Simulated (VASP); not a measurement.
# CdSe (P6_3mc) in VASP: notebook, part 2 of 2

VASP 6.6.1. The steps go on from the part before.

**4. Single point, r2SCAN (film at in-plane strain +0.005)**

The input, POSCAR:

```
CdSe
1.0
    4.3617422409      0.0000000000      0.0000000000
   -2.1808711205      3.7773795854      0.0000000000
    0.0000000000      0.0000000000      7.0461775010
Cd Se
2 2
Direct
    0.3333333333      0.6666666667      0.0035370966
    0.6666666667      0.3333333333      0.5035370966
    0.3333333333      0.6666666667      0.3814629034
    0.6666666667      0.3333333333      0.8814629034
```

The input, INCAR.step1:

```
PREC = Accurate
ENCUT = 520
ISMEAR = 0
SIGMA = 0.01
LREAL = F
LASPH = T
NELM = 80
NBANDS = 26
GGA = PE
ALGO = Normal
EDIFF = 1E-4
LWAVE = T
LCHARG = F
```

The input, INCAR.step2:

```
PREC = Accurate
ENCUT = 520
EDIFF = 1E-7
ISMEAR = 0
SIGMA = 0.01
LREAL = F
LASPH = T
NELM = 80
ALGO = Normal
ISIF = 2
LWAVE = F
LCHARG = F
METAGGA = R2SCAN
LMIXTAU = T
NBANDS = 26
ISTART = 1
```

The input, KPOINTS:

```
Automatic mesh
0
Gamma
  6 6 4
```

Potentials or basis: VASP PAW PBE potentials, release 64 (Cd, Se).

Command:

```console
$ cat potpaw_PBE.64/Cd/POTCAR potpaw_PBE.64/Se/POTCAR > POTCAR
$ cp INCAR.step1 INCAR
$ mpirun -np 1 vasp_std > vasp.out
$ cp INCAR.step2 INCAR
$ mpirun -np 1 vasp_std > vasp.out
```

OUTCAR:

```text
PREC = Accurate
   ENCUT = 520
   EDIFF = 1E-7
   ISMEAR = 0
   LREAL = F
   LASPH = T
   NELM = 80
   ISIF = 2
   METAGGA = R2SCAN
   ISTART = 1

 ion  position               nearest neighbor table
   1  0.333  0.667  0.004-   4 2.66   4 2.66   4 2.66   3 2.66
   2  0.667  0.333  0.504-   3 2.66   3 2.66   3 2.66   4 2.66
   3  0.333  0.667  0.381-   2 2.66   2 2.66   2 2.66   1 2.66
   4  0.667  0.333  0.881-   1 2.66   1 2.66   1 2.66   2 2.66

  LATTYP: Found a hexagonal cell.
 ALAT       =     4.3617422409
 C/A-ratio  =     1.6154502288

  Lattice vectors:

 A1 = (   4.3617422409,   0.0000000000,   0.0000000000)
 A2 = (  -2.1808711205,   3.7773795854,   0.0000000000)
 A3 = (   0.0000000000,   0.0000000000,   7.0461775010)

Analysis of symmetry for initial positions (statically):
=====================================================================
 Subroutine PRICEL returns:
 Original cell was already a primitive cell.

 Routine SETGRP: Setting up the symmetry group for a
 hexagonal supercell.

 Subroutine GETGRP returns: Found 12 space group operations
 (whereof  6 operations were pure point group operations)
 out of a pool of 24 trial point group operations.

The static configuration has the point symmetry C_3v.
 The point group associated with its full space group is C_6v.

Analysis of symmetry for dynamics (positions and initial velocities):
=====================================================================
 Subroutine PRICEL returns:
 Original cell was already a primitive cell.

 Routine SETGRP: Setting up the symmetry group for a
 hexagonal supercell.

 Subroutine GETGRP returns: Found 12 space group operations
 (whereof  6 operations were pure point group operations)
 out of a pool of 24 trial point group operations.

The dynamic configuration has the point symmetry C_3v.
 The point group associated with its full space group is C_6v.

 Subroutine INISYM returns: Found 12 space group operations
 (whereof  6 operations are pure point group operations),
 and found     1 'primitive' translations

----------------------------------------------------------------------------------------

                                     Primitive cell

  volume of cell :     116.0925

  direct lattice vectors                    reciprocal lattice vectors
     4.361742241  0.000000000  0.000000000     0.229266184  0.132366893  0.000000000
    -2.180871120  3.777379585  0.000000000     0.000000000  0.264733786  0.000000000
     0.000000000  0.000000000  7.046177501     0.000000000  0.000000000  0.141920921

  length of vectors
     4.361742241  4.361742241  7.046177501     0.264733786  0.264733786  0.141920921

  position of ions in fractional coordinates (direct lattice)
     0.333333333  0.666666667  0.003537097
     0.666666667  0.333333333  0.503537097
     0.333333333  0.666666667  0.381462903
     0.666666667  0.333333333  0.881462903

  ion indices of the primitive-cell ions
   primitive index   ion index
                 1           1
                 2           2
                 3           3
                 4           4

----------------------------------------------------------------------------------------

 KPOINTS: Automatic mesh

Automatic generation of k-mesh.
 Grid dimensions read from file:
 generate k-points for:    6    6    4

 Generating k-lattice:

  Cartesian coordinates                     Fractional coordinates (reciprocal lattice)
     0.038211031  0.022061149  0.000000000     0.166666667 -0.000000000  0.000000000
     0.000000000  0.044122298  0.000000000     0.000000000  0.166666667  0.000000000
     0.000000000  0.000000000  0.035480230     0.000000000  0.000000000  0.250000000

  Length of vectors
     0.044122298  0.044122298  0.035480230

  Shift w.r.t. Gamma in fractional coordinates (k-lattice)
     0.000000000  0.000000000  0.000000000

 Subroutine IBZKPT returns following result:
 ===========================================

 Found     21 irreducible k-points:

 Following reciprocal coordinates:
            Coordinates               Weight
  0.000000  0.000000  0.000000      1.000000
  0.166667  0.000000  0.000000      6.000000
  0.333333 -0.000000  0.000000      6.000000
  0.500000 -0.000000  0.000000      3.000000
  0.166667  0.166667  0.000000      6.000000
  0.333333  0.166667  0.000000     12.000000
[... 13 lines left out ...]
  0.333333  0.166667  0.500000     12.000000
  0.333333  0.333333  0.500000      2.000000
   k-points           NKPTS =     21   k-points in BZ     NKDIM =     21   number of bands    NBANDS=     26
   number of dos      NEDOS =    301   number of ions     NIONS =      4
   total plane-waves  NPLWV =  55296
   dimension x,y,z NGX =    32 NGY =   32 NGZ =   54
   dimension x,y,z NGXF=    64 NGYF=   64 NGZF=  108
   ions per type =               2   2
   NGX,Y,Z   is equivalent  to a cutoff of  12.20, 12.20, 12.74 a.u.
   NGXF,Y,Z  is equivalent  to a cutoff of  24.39, 24.39, 25.48 a.u.
 SYSTEM =  unknown system
   PREC   = accura    normal or accurate (medium, high low for compatibility)
   ISTART =      1    job   : 0-new  1-cont  2-samecut
   ICHARG =      0    charge: 1-file 2-atom 10-const
   ISPIN  =      1    spin polarized calculation?
   LNONCOLLINEAR =      F non collinear calculations
   LSORBIT =      F    spin-orbit coupling
   LASPH  =      T    aspherical Exc in radial PAW
   ENCUT  =  520.0 eV  38.22 Ry    6.18 a.u.   8.11  8.11 13.10*2*pi/ulx,y,z
   NELM   =     80;   NELMIN=  2; NELMDL=  0     # of ELM steps
   EDIFF  = 0.1E-06   stopping-criterion for ELM
   LREAL  =      F    real-space projection
   EDIFFG = 0.1E-05   stopping-criterion for IOM
   NSW    =      0    number of steps for IOM
   IBRION =     -1    ionic relax: 0-MD 1-quasi-New 2-CG
   NFREE  =      0    steps in history (QN), initial steepest desc. (CG)
   ISIF   =      2    stress and relaxation
   ISYM   =      2    0-nonsym 1-usesym 2-fastsym
   POTIM  = 0.5000    time-step for ionic-motion
   TEBEG  =    0.0;   TEEND  =   0.0 temperature during run
   PSTRESS=    0.0 pullay stress
   NELECT =      36.0000    total number of electrons
   NUPDOWN=      -1.0000    fix difference up-down
   EMIN   =  10.00;   EMAX   =-10.00  energy-range for DOS
   EFERMI =   0.00;   METHOD = LEGACY
   ISMEAR =     0;   SIGMA  =   0.01  broadening in eV -4-tet -1-fermi 0-gaus
   EFERMI_NEDOS =   21; number of points for ismear=-14 and -15
   IALGO  =     38    algorithm
   IMIX   =      4    mixing-type and parameters
     AMIX     =   0.40;   BMIX     =  1.00
     AMIX_MAG =   1.60;   BMIX_MAG =  1.00
  volume/ion in A,a.u.               =      29.02       195.86
  Fermi-wavevector in a.u.,A,eV,Ry     =   1.108088  2.093983 16.706037  1.227859
  Thomas-Fermi vector in A             =   2.244611
   LORBIT       =      0    0 simple, 1 ext, 2 COOP (PROOUT), +10 PAW based schemes
   METAGGA = R2SCAN    functional components
   LHFCALC =     F    Hartree Fock is set to
   AEXX    =    0.0000 exact exchange contribution
   IVDW    =     0    specifies the selected vdW correction
   LEPSILON=     F    determine dielectric tensor
   LRPA    =     F    only Hartree local field effects (RPA)
 non-spin polarized calculation
 Gauss-broadening in eV      SIGMA  =   0.01
  energy-cutoff  :      520.00
  volume of cell :      116.09
 maximum number of plane-waves:      3138
   NGX = 17   NGY = 17   NGZ = 27

 number of electron      35.9999994 magnetization

 Free energy of the ion-electron system (eV)
  ---------------------------------------------------
  ext. energy  EPLUGINS =         0.00000000
  ---------------------------------------------------
  free energy    TOTEN  =       -71.82934873 eV

  energy without entropy =      -71.82934873  energy(sigma->0) =      -71.82934873

 E-fermi :   0.4326     XC(G=0):  -9.2703

 val. band max:        0.3899200310   @ k =   0.0000   0.0000   0.0000
 cond. band min:       1.4871493182   @ k =   0.0000   0.0000   0.0000
 fundamental gap:      1.0972292872
 Fermi energy:         0.4326072068

 k-point     1 :       0.0000    0.0000    0.0000
  band No.  band energies     occupation
      1     -12.4450      2.00000
      2     -12.0817      2.00000
      3      -7.6545      2.00000
      4      -7.6520      2.00000
      5      -7.6520      2.00000
      6      -7.5847      2.00000
[... 598 lines left out ...]
     25       9.7104      0.00000
     26       9.7106      0.00000

------------------------ aborting loop because EDIFF is reached ----------------------------------------

  FORCE on cell =-STRESS in cart. coord.  units (eV):
  Direction    XX          YY          ZZ          XY          YZ          ZX
  --------------------------------------------------------------------------------------
  -------------------------------------------------------------------------------------
  Total       -0.1212565     -0.1212565      0.1731387      0.0000000      0.0000000      0.0000000
  in kB       -1.6734442     -1.6734442      2.3894643      0.0000000      0.0000000      0.0000000
  external PRESSURE =      -0.3191414 kB  Pullay stress =       0.0000000 kB

 VOLUME and BASIS-vectors are now :
 -----------------------------------------------------------------------------
  energy-cutoff  :      520.00
  volume of cell :      116.09
      direct lattice vectors                 reciprocal lattice vectors
     4.361742241  0.000000000  0.000000000     0.229266184  0.132366893  0.000000000
    -2.180871120  3.777379585  0.000000000     0.000000000  0.264733786  0.000000000
     0.000000000  0.000000000  7.046177501     0.000000000  0.000000000  0.141920921

 POSITION                                       TOTAL-FORCE (eV/Angst)
 -----------------------------------------------------------------------------------
     -0.00000      2.51825      0.02492        -0.000000      0.000000     -0.000792
      2.18087      1.25913      3.54801         0.000000     -0.000000     -0.000792
     -0.00000      2.51825      2.68786         0.000000      0.000000      0.000792
      2.18087      1.25913      6.21094         0.000000     -0.000000      0.000792
 -----------------------------------------------------------------------------------
    total drift:                               -0.000000      0.000000      0.001599

  FREE ENERGIE OF THE ION-ELECTRON SYSTEM (eV)
  ---------------------------------------------------
  free  energy   TOTEN  =       -71.8293487337 eV

  energy  without entropy=      -71.8293487337  energy(sigma->0) =      -71.82934873
```

Wall time 5 min (1 thread of Intel Xeon 8259CL, shared host); peak memory 0.27 GiB.

Results:

```
Free energy            : -71.8293 eV
Pressure               : 0.0 GPa
Band gap on the k mesh : 1.10 eV
```

Stress tensor (GPa, compression positive):
```
-0.17  0.00  0.00
 0.00 -0.17  0.00
 0.00  0.00  0.24
```

Levels at points of the mesh, in eV from the valence-band top:
```
           k point  band 15  band 16  band 17  band 18  band 19  band 20  band 21  band 22
(0.00, 0.00, 0.00)    -0.74    -0.01     0.00     0.00     1.10     2.57     6.35     6.35
(0.50, 0.00, 0.00)    -2.53    -1.80    -1.24    -0.72     3.64     3.67     5.15     6.60
(0.00, 0.00, 0.50)    -0.39    -0.39    -0.39    -0.39     2.76     2.76     6.29     6.29
(0.50, 0.00, 0.50)    -1.30    -1.30    -1.26    -1.26     3.36     3.36     5.27     5.27
```

Caveat: the cell differs from its parent crystal (film at in-plane strain +0.005); the PAW data sets were made with another functional, which shifts forces and pressure a little.
